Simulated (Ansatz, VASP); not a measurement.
## Ir12O: VASP beside Ansatz

```
CELL_PARAMETERS angstrom
5.43090 0.00000 0.00000
0.00000 5.43090 0.00000
0.00000 0.00000 21.00140
ATOMIC_POSITIONS crystal
Ir 0.25000 0.25000 0.19046
Ir 0.25000 0.75000 0.19046
Ir 0.75000 0.25000 0.19046
Ir 0.75000 0.75000 0.19046
Ir 0.00000 0.00000 0.27858
Ir 0.00000 0.50000 0.27858
Ir 0.50000 0.00000 0.27858
Ir 0.50000 0.50000 0.27858
Ir 0.25000 0.25000 0.36671
Ir 0.25000 0.75000 0.36671
Ir 0.75000 0.25000 0.36671
Ir 0.75000 0.75000 0.36671
O 0.25000 0.33333 0.52384
```

Alike in both runs: task single point; functional PBE; dispersion D3(BJ); k mesh 5 × 5 × 1; occupations gaussian, width 0.1 eV; no spin polarisation.

```csv
,VASP,Ansatz
version,VASP 6.6.1,Ansatz 0.2.0
potentials or method,"VASP PAW PBE potentials, release 64 (Ir, O), cutoff 520 eV","scalar-relativistic, plane waves, PAW"
valence electrons in the cell,114,210
```

```tsv
	VASP	Ansatz	Ansatz less VASP
gap on the k mesh at the Fermi level (eV)	none	none	-
rms of the force components (eV/Å)	0.278	0.273	-0.0045
```

Atom by atom the forces differ by 0.024 eV/Å (rms over components). A gap of «none» marks a metal or a gap that the smearing closes. VASP's potentials hold 114 valence electrons a cell and Ansatz's 210, so a difference there can come from the potentials and not from the codes.

Neither program's run includes spin-orbit coupling.
